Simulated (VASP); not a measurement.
# BH12C3N (R3m) in VASP: single point with r2SCAN

Aim: the single point of BH12C3N with r2SCAN.

Everything below comes from runs of VASP 6.6.1. Logs are shortened: lines on timing, memory, paths and dates and some standing lists are left out, and cuts for length are marked.

### 1 The cell of the first run

Symmetry: R3m, No. 160, trigonal system. Conventional cell: a = 9.061 Å, b = 9.061 Å, c = 5.860 Å, α = 90.00°, β = 90.00°, γ = 120.00°. Within 1.7 Å of B (site symmetry 3m) lie 3 H at 1.22 Å and 1 N at 1.61 Å. Within 1.5 Å of H (site symmetry m) lie 1 C at 1.09 Å. H (site symmetry 1) has 1 C at 1.09 Å within 1.5 Å. Within 1.6 Å of H (site symmetry m) lie 1 B at 1.22 Å. C (site symmetry m) has 3 H at 1.09 Å and 1 N at 1.48 Å within 1.5 Å. Within 2.0 Å of N (site symmetry 3m) lie 3 C at 1.48 Å and 1 B at 1.61 Å.

### 2 Single point, r2SCAN

POSCAR

```
BH12C3N
1.0
    4.5304644473      2.6156648682      1.9533878168
   -4.5304644473      2.6156648682      1.9533878168
    0.0000000000     -5.2313297364      1.9533878167
B H C N
1 12 3 1
Direct
    0.9191114019      0.9191114019      0.9191114019
    0.2815119904      0.5455421225      0.2815119904
    0.2815119904      0.2815119904      0.5455421225
    0.5455421225      0.2815119904      0.2815119904
    0.3995697310      0.8605161572      0.5956545421
    0.5956545421      0.3995697310      0.8605161572
    0.8605161572      0.5956545421      0.3995697310
    0.5956545421      0.8605161572      0.3995697310
    0.8605161572      0.3995697310      0.5956545421
    0.3995697310      0.5956545421      0.8605161572
    0.0537078426      0.0537078426      0.8311950905
    0.8311950905      0.0537078426      0.0537078426
    0.0537078426      0.8311950905      0.0537078426
    0.4669682512      0.7329791113      0.4669682512
    0.4669682512      0.4669682512      0.7329791113
    0.7329791113      0.4669682512      0.4669682512
    0.6437152446      0.6437152446      0.6437152446
```

INCAR.step1

```
SYSTEM = BH12C3N
PREC = Accurate
ENCUT = 520
ISMEAR = 0
SIGMA = 0.02
LREAL = Auto
LASPH = .TRUE.
NELM = 80
NBANDS = 30
GGA = PE
ALGO = Normal
EDIFF = 1E-4
LWAVE = .TRUE.
LCHARG = .FALSE.
```

INCAR.step2

```
SYSTEM = BH12C3N
PREC = Accurate
ENCUT = 520
EDIFF = 1E-6
ISMEAR = 0
SIGMA = 0.02
LREAL = Auto
LASPH = .TRUE.
NELM = 80
ALGO = Normal
ISIF = 2
LWAVE = .FALSE.
LCHARG = .TRUE.
METAGGA = R2SCAN
LMIXTAU = .TRUE.
LELF = .TRUE.
LVHAR = .TRUE.
NBANDS = 30
ISTART = 1
```

KPOINTS

```
Automatic mesh
0
G
  6 6 6
  0 0 0
```

Potentials or basis: VASP PAW PBE potentials, release 64 (B, H, C, N).

Command:

```
cat potpaw_PBE.64/B/POTCAR potpaw_PBE.64/H/POTCAR potpaw_PBE.64/C/POTCAR potpaw_PBE.64/N/POTCAR > POTCAR
cp INCAR.step1 INCAR
mpirun -np 1 vasp_std > vasp.out
cp INCAR.step2 INCAR
mpirun -np 1 vasp_std > vasp.out
```

OUTCAR:

```text
SYSTEM = BH12C3N
   PREC = Accurate
   ENCUT = 520
   EDIFF = 1E-6
   ISMEAR = 0
   LREAL = Auto
   LASPH = .TRUE.
   NELM = 80
   ISIF = 2
   METAGGA = R2SCAN
   ISTART = 1

 ion  position               nearest neighbor table
   1  0.919  0.919  0.919-  12 1.22  13 1.22  11 1.22  17 1.61
   2  0.282  0.546  0.282-  14 1.09
   3  0.282  0.282  0.546-  15 1.09
   4  0.546  0.282  0.282-  16 1.09
   5  0.400  0.861  0.596-  14 1.09
   6  0.596  0.400  0.861-  15 1.09
   7  0.861  0.596  0.400-  16 1.09
   8  0.596  0.861  0.400-  14 1.09
   9  0.861  0.400  0.596-  16 1.09
  10  0.400  0.596  0.861-  15 1.09
  11  0.054  0.054  0.831-   1 1.22
  12  0.831  0.054  0.054-   1 1.22
  13  0.054  0.831  0.054-   1 1.22
  14  0.467  0.733  0.467-   5 1.09   8 1.09   2 1.09  17 1.48
  15  0.467  0.467  0.733-   6 1.09  10 1.09   3 1.09  17 1.48
  16  0.733  0.467  0.467-   9 1.09   7 1.09   4 1.09  17 1.48
  17  0.644  0.644  0.644-  14 1.48  16 1.48  15 1.48   1 1.61

  LATTYP: Found a trigonal (rhomboedric) cell.
 ALAT       =     5.5841324101
 COS(alpha) =    -0.3164489838

  Lattice vectors:

 A1 = (   4.5304644473,   2.6156648682,   1.9533878168)
 A2 = (  -4.5304644473,   2.6156648682,   1.9533878168)
 A3 = (   0.0000000000,  -5.2313297364,   1.9533878167)

Analysis of symmetry for initial positions (statically):
=====================================================================
 Subroutine PRICEL returns:
 Original cell was already a primitive cell.

 Routine SETGRP: Setting up the symmetry group for a
 trigonal (rhombohedral) supercell.

 Subroutine GETGRP returns: Found  6 space group operations
 (whereof  6 operations were pure point group operations)
 out of a pool of 12 trial point group operations.

The static configuration has the point symmetry C_3v.

Analysis of symmetry for dynamics (positions and initial velocities):
=====================================================================
 Subroutine PRICEL returns:
 Original cell was already a primitive cell.

 Routine SETGRP: Setting up the symmetry group for a
 trigonal (rhombohedral) supercell.

 Subroutine GETGRP returns: Found  6 space group operations
 (whereof  6 operations were pure point group operations)
 out of a pool of 12 trial point group operations.

The dynamic configuration has the point symmetry C_3v.

 Subroutine INISYM returns: Found  6 space group operations
 (whereof  6 operations are pure point group operations),
 and found     1 'primitive' translations

----------------------------------------------------------------------------------------

                                     Primitive cell

  volume of cell :     138.8879

  direct lattice vectors                    reciprocal lattice vectors
     4.530464447  2.615664868  1.953387817     0.110363961  0.063718662  0.170643704
    -4.530464447  2.615664868  1.953387817    -0.110363961  0.063718662  0.170643704
     0.000000000 -5.231329736  1.953387817     0.000000000 -0.127437325  0.170643704

  length of vectors
     5.584132410  5.584132410  5.584132410     0.212977805  0.212977805  0.212977805

  position of ions in fractional coordinates (direct lattice)
     0.919111402  0.919111402  0.919111402
     0.281511990  0.545542123  0.281511990
     0.281511990  0.281511990  0.545542123
     0.545542123  0.281511990  0.281511990
     0.399569731  0.860516157  0.595654542
     0.595654542  0.399569731  0.860516157
[... 9 lines left out ...]
     0.732979111  0.466968251  0.466968251
     0.643715245  0.643715245  0.643715245

  ion indices of the primitive-cell ions
   primitive index   ion index
                 1           1
                 2           2
                 3           3
                 4           4
                 5           5
                 6           6
[... 9 lines left out ...]
                16          16
                17          17

----------------------------------------------------------------------------------------

 KPOINTS: Automatic mesh

Automatic generation of k-mesh.
 Grid dimensions read from file:
 generate k-points for:    6    6    6

 Generating k-lattice:

  Cartesian coordinates                     Fractional coordinates (reciprocal lattice)
     0.018393993  0.010619777  0.028440617     0.166666667 -0.000000000  0.000000000
    -0.018393993  0.010619777  0.028440617    -0.000000000  0.166666667  0.000000000
     0.000000000 -0.021239554  0.028440617     0.000000000  0.000000000  0.166666667

  Length of vectors
     0.035496301  0.035496301  0.035496301

  Shift w.r.t. Gamma in fractional coordinates (k-lattice)
     0.000000000  0.000000000  0.000000000

 Subroutine IBZKPT returns following result:
 ===========================================

 Found     32 irreducible k-points:

 Following reciprocal coordinates:
            Coordinates               Weight
  0.000000  0.000000  0.000000      1.000000
  0.166667 -0.000000  0.000000      6.000000
  0.333333 -0.000000  0.000000      6.000000
  0.500000  0.000000  0.000000      3.000000
  0.166667  0.166667  0.000000      6.000000
  0.333333  0.166667  0.000000     12.000000
[... 16 lines left out ...]
  0.500000  0.500000  0.166667      6.000000
 -0.333333  0.500000  0.166667     12.000000
 [... further k-points ...]
   k-points           NKPTS =     32   k-points in BZ     NKDIM =     32   number of bands    NBANDS=     30
   number of dos      NEDOS =    301   number of ions     NIONS =     17
   total plane-waves  NPLWV =  74088
   dimension x,y,z NGX =    42 NGY =   42 NGZ =   42
   dimension x,y,z NGXF=    84 NGYF=   84 NGZF=   84
   ions per type =               1  12   3   1
   NGX,Y,Z   is equivalent  to a cutoff of  12.50, 12.50, 12.50 a.u.
   NGXF,Y,Z  is equivalent  to a cutoff of  25.01, 25.01, 25.01 a.u.
 SYSTEM =  BH12C3N
   PREC   = accura    normal or accurate (medium, high low for compatibility)
   ISTART =      1    job   : 0-new  1-cont  2-samecut
   ICHARG =      0    charge: 1-file 2-atom 10-const
   ISPIN  =      1    spin polarized calculation?
   LNONCOLLINEAR =      F non collinear calculations
   LSORBIT =      F    spin-orbit coupling
   LASPH  =      T    aspherical Exc in radial PAW
   ENCUT  =  520.0 eV  38.22 Ry    6.18 a.u.  10.38 10.38 10.38*2*pi/ulx,y,z
   NELM   =     80;   NELMIN=  2; NELMDL=  0     # of ELM steps
   EDIFF  = 0.1E-05   stopping-criterion for ELM
   LREAL  =      T    real-space projection
   EDIFFG = 0.1E-04   stopping-criterion for IOM
   NSW    =      0    number of steps for IOM
   IBRION =     -1    ionic relax: 0-MD 1-quasi-New 2-CG
   NFREE  =      0    steps in history (QN), initial steepest desc. (CG)
   ISIF   =      2    stress and relaxation
   ISYM   =      2    0-nonsym 1-usesym 2-fastsym
   POTIM  = 0.5000    time-step for ionic-motion
   TEBEG  =    0.0;   TEEND  =   0.0 temperature during run
   PSTRESS=    0.0 pullay stress
   NELECT =      32.0000    total number of electrons
   NUPDOWN=      -1.0000    fix difference up-down
   EMIN   =  10.00;   EMAX   =-10.00  energy-range for DOS
   EFERMI =   0.00;   METHOD = LEGACY
   ISMEAR =     0;   SIGMA  =   0.02  broadening in eV -4-tet -1-fermi 0-gaus
   EFERMI_NEDOS =   21; number of points for ismear=-14 and -15
   IALGO  =     38    algorithm
   IMIX   =      4    mixing-type and parameters
     AMIX     =   0.40;   BMIX     =  1.00
     AMIX_MAG =   1.60;   BMIX_MAG =  1.00
  volume/ion in A,a.u.               =       8.17        55.13
  Fermi-wavevector in a.u.,A,eV,Ry     =   1.003622  1.896570 13.704553  1.007256
  Thomas-Fermi vector in A             =   2.136185
   LORBIT       =      0    0 simple, 1 ext, 2 COOP (PROOUT), +10 PAW based schemes
   METAGGA = R2SCAN    functional components
   LHFCALC =     F    Hartree Fock is set to
   AEXX    =    0.0000 exact exchange contribution
   IVDW    =     0    specifies the selected vdW correction
   LEPSILON=     F    determine dielectric tensor
   LRPA    =     F    only Hartree local field effects (RPA)
 non-spin polarized calculation
 Gauss-broadening in eV      SIGMA  =   0.02
  energy-cutoff  :      520.00
  volume of cell :      138.89
 maximum number of plane-waves:      3775
 NGX is ok and might be reduce to    42
   NGX = 21   NGY = 21   NGZ = 21

 number of electron      31.9999998 magnetization

 Free energy of the ion-electron system (eV)
  ---------------------------------------------------
  ext. energy  EPLUGINS =         0.00000000
  ---------------------------------------------------
  free energy    TOTEN  =       -90.74963683 eV

  energy without entropy =      -90.74963683  energy(sigma->0) =      -90.74963683

 E-fermi :  -2.9312     XC(G=0):  -7.9601

 val. band max:       -3.0993731086   @ k =   0.5000   0.5000   0.5000
 cond. band min:       3.7570481730   @ k =   0.0000   0.0000   0.0000
 fundamental gap:      6.8564212816
 Fermi energy:        -2.9312069755

 k-point     1 :       0.0000    0.0000    0.0000
  band No.  band energies     occupation
      1     -21.6482      2.00000
      2     -14.9303      2.00000
      3     -14.9303      2.00000
      4     -12.6710      2.00000
      5     -10.1906      2.00000
      6      -8.5947      2.00000
[... 20 lines left out ...]
     27       9.3688      0.00000
     28       9.3688      0.00000

 k-point     2 :       0.1667   -0.0000    0.0000
  band No.  band energies     occupation
      1     -21.6448      2.00000
      2     -14.9655      2.00000
      3     -14.9302      2.00000
      4     -12.6505      2.00000
      5     -10.1938      2.00000
      6      -8.6345      2.00000
[... 20 lines left out ...]
     27       9.0646      0.00000
     28       9.3839      0.00000

 k-point     3 :       0.3333   -0.0000    0.0000
  band No.  band energies     occupation
      1     -21.6381      2.00000
      2     -15.0330      2.00000
      3     -14.9303      2.00000
      4     -12.6152      2.00000
      5     -10.1970      2.00000
      6      -8.7076      2.00000
[... 20 lines left out ...]
     27       8.8299      0.00000
     28       9.4822      0.00000

 k-point     4 :       0.5000    0.0000    0.0000
  band No.  band energies     occupation
      1     -21.6347      2.00000
      2     -15.0652      2.00000
      3     -14.9302      2.00000
      4     -12.6001      2.00000
      5     -10.1973      2.00000
      6      -8.7414      2.00000
[... 578 lines left out ...]
     27       9.0152      0.00000
     28       9.3868      0.00000

 k-point    23 :       0.5000    0.5000    0.1667
  band No.  band energies     occupation
      1     -21.6258      2.00000
      2     -15.1293      2.00000
      3     -15.0112      2.00000
      4     -12.3783      2.00000
      5     -10.0228      2.00000
      6      -8.8675      2.00000
[... 20 lines left out ...]
     27       9.1428      0.00000
     28       9.4374      0.00000

 k-point    24 :      -0.3333    0.5000    0.1667
  band No.  band energies     occupation
      1     -21.6271      2.00000
      2     -15.1009      2.00000
      3     -15.0049      2.00000
      4     -12.4399      2.00000
      5     -10.1079      2.00000
      6      -8.8309      2.00000
[... 20 lines left out ...]
     27       9.3012      0.00000
     28       9.6194      0.00000

 [... further k-points ...]

 [bands above 28 left out]

------------------------ aborting loop because EDIFF is reached ----------------------------------------

  FORCE on cell =-STRESS in cart. coord.  units (eV):
  Direction    XX          YY          ZZ          XY          YZ          ZX
  --------------------------------------------------------------------------------------
  -------------------------------------------------------------------------------------
  Total        0.1549154      0.1549154      0.1250858     -0.0000000      0.0000000      0.0000000
  in kB        1.7870657      1.7870657      1.4429595     -0.0000000      0.0000000      0.0000000
  external PRESSURE =       1.6723636 kB  Pullay stress =       0.0000000 kB

 VOLUME and BASIS-vectors are now :
 -----------------------------------------------------------------------------
  energy-cutoff  :      520.00
  volume of cell :      138.89
      direct lattice vectors                 reciprocal lattice vectors
     4.530464447  2.615664868  1.953387817     0.110363961  0.063718662  0.170643704
    -4.530464447  2.615664868  1.953387817    -0.110363961  0.063718662  0.170643704
     0.000000000 -5.231329736  1.953387817     0.000000000 -0.127437325  0.170643704

 POSITION                                       TOTAL-FORCE (eV/Angst)
 -----------------------------------------------------------------------------------
      0.00000      0.00000      5.38614         0.000000     -0.000000      0.026088
     -1.19618      0.69061      2.16546        -0.000473      0.000273     -0.068527
      0.00000     -1.38123      2.16546         0.000000     -0.000546     -0.068527
      1.19618      0.69061      2.16546         0.000473      0.000273     -0.068527
     -2.08830      0.17990      3.62498        -0.054276     -0.030317      0.018722
      0.88836     -1.89847      3.62498         0.053394     -0.031845      0.018722
[... 9 lines left out ...]
      1.20515      0.69580      3.25613         0.013350      0.007708      0.016237
      0.00000      0.00000      3.77228         0.000000     -0.000000      0.027638
 -----------------------------------------------------------------------------------
    total drift:                                0.000000      0.000000      0.051539

  FREE ENERGIE OF THE ION-ELECTRON SYSTEM (eV)
  ---------------------------------------------------
  free  energy   TOTEN  =       -90.7496368310 eV

  energy  without entropy=      -90.7496368310  energy(sigma->0) =      -90.74963683
```

Run time: 15 min. Hardware: 1 thread of Intel Xeon Platinum 8259CL at 2.50GHz (Skylake/Cascade Lake), shared host; peak memory 0.33 GiB.

What came out:

```
Free energy            : -90.7496 eV
Pressure               : 0.2 GPa
Largest force          : 0.069 eV/Å
Band gap on the k mesh : 6.86 eV (least direct gap 6.94 eV)
```

Forces on the atoms (eV/Å):
```
B    0.000  0.000  0.026
H    0.000  0.000 -0.069
H    0.000 -0.001 -0.069
H    0.000  0.000 -0.069
H   -0.054 -0.030  0.019
H    0.053 -0.032  0.019
H    0.001  0.062  0.019
H   -0.001  0.062  0.019
H    0.054 -0.030  0.019
H   -0.053 -0.032  0.019
H    0.000  0.023 -0.003
H   -0.020 -0.011 -0.003
H    0.020 -0.011 -0.003
C   -0.013  0.008  0.016
C    0.000 -0.015  0.016
C    0.013  0.008  0.016
N    0.000  0.000  0.028
```

Caveat: the PAW data sets were made with another functional, which shifts forces and pressure a little. A k mesh can miss the band edges.
